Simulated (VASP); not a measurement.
# CuPd (Pm-3m) in VASP: single point with LDA

Aim: the single point of CuPd with LDA.

Everything below comes from runs of VASP 6.6.1. Logs are shortened: lines on timing, memory, paths and dates and some standing lists are left out, and cuts for length are marked.

## (1) The cell of the first run

It takes space group Pm-3m (No. 221, cubic). Conventional cell: a = 2.933 Å, b = 2.933 Å, c = 2.933 Å, α = 90.00°, β = 90.00°, γ = 90.00°. Cu (site symmetry m-3m) has 8 Pd at 2.54 Å and 6 Cu at 2.93 Å within 3.4 Å. Within 3.4 Å of Pd (site symmetry m-3m) lie 8 Cu at 2.54 Å and 6 Pd at 2.93 Å.

## (2) Single point, LDA

Contents of INCAR:

```
  ALGO = Normal
  EDIFF = 1E-6
  ENCUT = 600
  GGA_COMPAT = False
  ISIF = 2
  ISMEAR = 0
  LASPH = True
  LCHARG = False
  LREAL = False
  LWAVE = False
  NBANDS = 18
  NELM = 120
  PREC = Accurate
  SIGMA = 0.1
```

Contents of KPOINTS:

```
k-points
0
Gamma
  6 6 6
```

Contents of POSCAR:

```
CuPd
1.0
    2.9329422741      0.0000000000      0.0000000000
    0.0000000000      2.9329422741      0.0000000000
    0.0000000000      0.0000000000      2.9329422741
Cu Pd
1 1
Direct
    0.0000000000      0.0000000000      0.0000000000
    0.5000000000      0.5000000000      0.5000000000
```

Potentials or basis: VASP PAW LDA potentials, release 64 (Cu, Pd).

Run with:

```console
cat potpaw_LDA.64/Cu/POTCAR potpaw_LDA.64/Pd/POTCAR > POTCAR
mpirun -np 1 vasp_std > vasp.out
```

OUTCAR:

```text
EDIFF = 1E-6
   ENCUT = 600
   ISIF = 2
   ISMEAR = 0
   LASPH = True
   LREAL = False
   NELM = 120
   PREC = Accurate

 ion  position               nearest neighbor table
   1  0.000  0.000  0.000-   2 2.54   2 2.54   2 2.54   2 2.54   2 2.54   2 2.54   2 2.54   2 2.54

   2  0.500  0.500  0.500-   1 2.54   1 2.54   1 2.54   1 2.54   1 2.54   1 2.54   1 2.54   1 2.54

  LATTYP: Found a simple cubic cell.
 ALAT       =     2.9329422741

  Lattice vectors:

 A1 = (   2.9329422741,   0.0000000000,   0.0000000000)
 A2 = (   0.0000000000,   2.9329422741,   0.0000000000)
 A3 = (   0.0000000000,   0.0000000000,   2.9329422741)

Analysis of symmetry for initial positions (statically):
=====================================================================
 Subroutine PRICEL returns:
 Original cell was already a primitive cell.

 Routine SETGRP: Setting up the symmetry group for a
 simple cubic supercell.

 Subroutine GETGRP returns: Found 48 space group operations
 (whereof 48 operations were pure point group operations)
 out of a pool of 48 trial point group operations.

The static configuration has the point symmetry O_h .

Analysis of symmetry for dynamics (positions and initial velocities):
=====================================================================
 Subroutine PRICEL returns:
 Original cell was already a primitive cell.

 Routine SETGRP: Setting up the symmetry group for a
 simple cubic supercell.

 Subroutine GETGRP returns: Found 48 space group operations
 (whereof 48 operations were pure point group operations)
 out of a pool of 48 trial point group operations.

The dynamic configuration has the point symmetry O_h .

 Subroutine INISYM returns: Found 48 space group operations
 (whereof 48 operations are pure point group operations),
 and found     1 'primitive' translations

----------------------------------------------------------------------------------------

                                     Primitive cell

  volume of cell :      25.2296

  direct lattice vectors                    reciprocal lattice vectors
     2.932942274  0.000000000  0.000000000     0.340954545  0.000000000  0.000000000
     0.000000000  2.932942274  0.000000000     0.000000000  0.340954545  0.000000000
     0.000000000  0.000000000  2.932942274     0.000000000  0.000000000  0.340954545

  length of vectors
     2.932942274  2.932942274  2.932942274     0.340954545  0.340954545  0.340954545

  position of ions in fractional coordinates (direct lattice)
     0.000000000  0.000000000  0.000000000
     0.500000000  0.500000000  0.500000000

  ion indices of the primitive-cell ions
   primitive index   ion index
                 1           1
                 2           2

----------------------------------------------------------------------------------------

 KPOINTS: k-points

Automatic generation of k-mesh.
 Grid dimensions read from file:
 generate k-points for:    6    6    6

 Generating k-lattice:

  Cartesian coordinates                     Fractional coordinates (reciprocal lattice)
     0.056825758  0.000000000  0.000000000     0.166666667  0.000000000  0.000000000
     0.000000000  0.056825758  0.000000000     0.000000000  0.166666667  0.000000000
     0.000000000  0.000000000  0.056825758     0.000000000  0.000000000  0.166666667

  Length of vectors
     0.056825758  0.056825758  0.056825758

  Shift w.r.t. Gamma in fractional coordinates (k-lattice)
     0.000000000  0.000000000  0.000000000

 Subroutine IBZKPT returns following result:
 ===========================================

 Found     20 irreducible k-points:

 Following reciprocal coordinates:
            Coordinates               Weight
  0.000000  0.000000  0.000000      1.000000
  0.166667  0.000000  0.000000      6.000000
  0.333333  0.000000  0.000000      6.000000
  0.500000  0.000000  0.000000      3.000000
  0.166667  0.166667  0.000000     12.000000
  0.333333  0.166667  0.000000     24.000000
[... 12 lines left out ...]
  0.500000  0.500000  0.333333      6.000000
  0.500000  0.500000  0.500000      1.000000
   k-points           NKPTS =     20   k-points in BZ     NKDIM =     20   number of bands    NBANDS=     18
   number of dos      NEDOS =    301   number of ions     NIONS =      2
   total plane-waves  NPLWV =  13824
   dimension x,y,z NGX =    24 NGY =   24 NGZ =   24
   dimension x,y,z NGXF=    48 NGYF=   48 NGZF=   48
   ions per type =               1   1
   NGX,Y,Z   is equivalent  to a cutoff of  13.60, 13.60, 13.60 a.u.
   NGXF,Y,Z  is equivalent  to a cutoff of  27.21, 27.21, 27.21 a.u.
 SYSTEM =  unknown system
   PREC   = accura    normal or accurate (medium, high low for compatibility)
   ISTART =      0    job   : 0-new  1-cont  2-samecut
   ICHARG =      2    charge: 1-file 2-atom 10-const
   ISPIN  =      1    spin polarized calculation?
   LNONCOLLINEAR =      F non collinear calculations
   LSORBIT =      F    spin-orbit coupling
   LASPH  =      T    aspherical Exc in radial PAW
   ENCUT  =  600.0 eV  44.10 Ry    6.64 a.u.   5.86  5.86  5.86*2*pi/ulx,y,z
   NELM   =    120;   NELMIN=  2; NELMDL= -5     # of ELM steps
   EDIFF  = 0.1E-05   stopping-criterion for ELM
   LREAL  =      F    real-space projection
   EDIFFG = 0.1E-04   stopping-criterion for IOM
   NSW    =      0    number of steps for IOM
   IBRION =     -1    ionic relax: 0-MD 1-quasi-New 2-CG
   NFREE  =      0    steps in history (QN), initial steepest desc. (CG)
   ISIF   =      2    stress and relaxation
   ISYM   =      2    0-nonsym 1-usesym 2-fastsym
   POTIM  = 0.5000    time-step for ionic-motion
   TEBEG  =    0.0;   TEEND  =   0.0 temperature during run
   PSTRESS=    0.0 pullay stress
   NELECT =      21.0000    total number of electrons
   NUPDOWN=      -1.0000    fix difference up-down
   EMIN   =  10.00;   EMAX   =-10.00  energy-range for DOS
   EFERMI =   0.00;   METHOD = LEGACY
   ISMEAR =     0;   SIGMA  =   0.10  broadening in eV -4-tet -1-fermi 0-gaus
   EFERMI_NEDOS =   21; number of points for ismear=-14 and -15
   IALGO  =     38    algorithm
   IMIX   =      4    mixing-type and parameters
     AMIX     =   0.40;   BMIX     =  1.00
     AMIX_MAG =   1.60;   BMIX_MAG =  1.00
  volume/ion in A,a.u.               =      12.61        85.13
  Fermi-wavevector in a.u.,A,eV,Ry     =   1.539966  2.910113 32.266144  2.371495
  Thomas-Fermi vector in A             =   2.646119
   LORBIT       =      0    0 simple, 1 ext, 2 COOP (PROOUT), +10 PAW based schemes
   GGA     = CA    functional components
   LHFCALC =     F    Hartree Fock is set to
   AEXX    =    0.0000 exact exchange contribution
   IVDW    =     0    specifies the selected vdW correction
   LEPSILON=     F    determine dielectric tensor
   LRPA    =     F    only Hartree local field effects (RPA)
 non-spin polarized calculation
 Gauss-broadening in eV      SIGMA  =   0.10
  energy-cutoff  :      600.00
  volume of cell :       25.23
 maximum number of plane-waves:       868
 NGX is ok and might be reduce to    24
   NGX = 11   NGY = 11   NGZ = 11

 number of electron      21.0000002 magnetization

 Free energy of the ion-electron system (eV)
  ---------------------------------------------------
  ext. energy  EPLUGINS =         0.00000000
  ---------------------------------------------------
  free energy    TOTEN  =       -11.42636895 eV

  energy without entropy =      -11.42548453  energy(sigma->0) =      -11.42592674

 E-fermi :   9.1887     XC(G=0): -13.6249

 val. band max:        9.0580921807   @ k =   0.5000   0.5000   0.0000
 cond. band min:       9.3529289412   @ k =   0.3333   0.3333   0.1667
 fundamental gap:      0.2948367605
 Fermi energy:         9.1887205469

 k-point     1 :       0.0000    0.0000    0.0000
  band No.  band energies     occupation
      1       0.7686      2.00000
      2       4.0798      2.00000
      3       4.0798      2.00000
      4       6.3647      2.00000
      5       6.3647      2.00000
      6       6.3647      2.00000
[... 10 lines left out ...]
     17      26.8268      0.00000
     18      31.3340      0.00000

 k-point     2 :       0.1667    0.0000    0.0000
  band No.  band energies     occupation
      1       1.3179      2.00000
      2       4.3055      2.00000
      3       4.3578      2.00000
      4       6.3643      2.00000
      5       6.3643      2.00000
      6       6.5132      2.00000
[... 10 lines left out ...]
     17      29.6821      0.00000
     18      30.8006      0.00000

 k-point     3 :       0.3333    0.0000    0.0000
  band No.  band energies     occupation
      1       2.7744      2.00000
      2       4.8569      2.00000
      3       4.9160      2.00000
      4       6.4412      2.00000
      5       6.4412      2.00000
      6       6.9094      2.00000
[... 10 lines left out ...]
     17      29.1967      0.00000
     18      29.1967      0.00000

 k-point     4 :       0.5000    0.0000    0.0000
  band No.  band energies     occupation
      1       4.1220      2.00000
      2       4.7451      2.00000
      3       5.4949      2.00000
      4       6.3403      2.00000
      5       6.6937      2.00000
      6       6.6937      2.00000
[... 291 lines left out ...]
      4       5.9189      2.00000
      5       5.9842      2.00000
      6       6.4180      2.00000
[... 10 lines left out ...]
     17      23.3944      0.00000
     18      25.7531      0.00000

 k-point    19 :       0.5000    0.5000    0.3333
  band No.  band energies     occupation
      1       4.3733      2.00000
      2       4.9470      2.00000
      3       4.9470      2.00000
      4       5.6918      2.00000
      5       6.4598      2.00000
      6       6.4598      2.00000
[... 10 lines left out ...]
     17      21.3551      0.00000
     18      22.9998      0.00000

 k-point    20 :       0.5000    0.5000    0.5000
  band No.  band energies     occupation
      1       4.7886      2.00000
      2       4.7886      2.00000
      3       4.7886      2.00000
      4       6.1442      2.00000
      5       6.1442      2.00000
      6       6.1442      2.00000
[... 10 lines left out ...]
     17      18.7282      0.00000
     18      20.6013      0.00000

------------------------ aborting loop because EDIFF is reached ----------------------------------------

  FORCE on cell =-STRESS in cart. coord.  units (eV):
  Direction    XX          YY          ZZ          XY          YZ          ZX
  --------------------------------------------------------------------------------------
  -------------------------------------------------------------------------------------
  Total        0.0971721      0.0971721      0.0971721      0.0000000     -0.0000000      0.0000000
  in kB        6.1708010      6.1708010      6.1708010      0.0000000     -0.0000000      0.0000000
  external PRESSURE =       6.1708010 kB  Pullay stress =       0.0000000 kB

 VOLUME and BASIS-vectors are now :
 -----------------------------------------------------------------------------
  energy-cutoff  :      600.00
  volume of cell :       25.23
      direct lattice vectors                 reciprocal lattice vectors
     2.932942274  0.000000000  0.000000000     0.340954545  0.000000000  0.000000000
     0.000000000  2.932942274  0.000000000     0.000000000  0.340954545  0.000000000
     0.000000000  0.000000000  2.932942274     0.000000000  0.000000000  0.340954545

 POSITION                                       TOTAL-FORCE (eV/Angst)
 -----------------------------------------------------------------------------------
      0.00000      0.00000      0.00000         0.000000      0.000000      0.000000
      1.46647      1.46647      1.46647         0.000000      0.000000      0.000000
 -----------------------------------------------------------------------------------
    total drift:                                0.000000      0.000000     -0.000000

  FREE ENERGIE OF THE ION-ELECTRON SYSTEM (eV)
  ---------------------------------------------------
  free  energy   TOTEN  =       -11.4263689467 eV

  energy  without entropy=      -11.4254845280  energy(sigma->0) =      -11.42592674
```

Run time: 23 s. Hardware: 1 thread of AMD EPYC 7R13, shared host; peak memory 0.1 GiB.

Results:

- Free energy: -11.4264 eV
- Pressure: 0.6 GPa
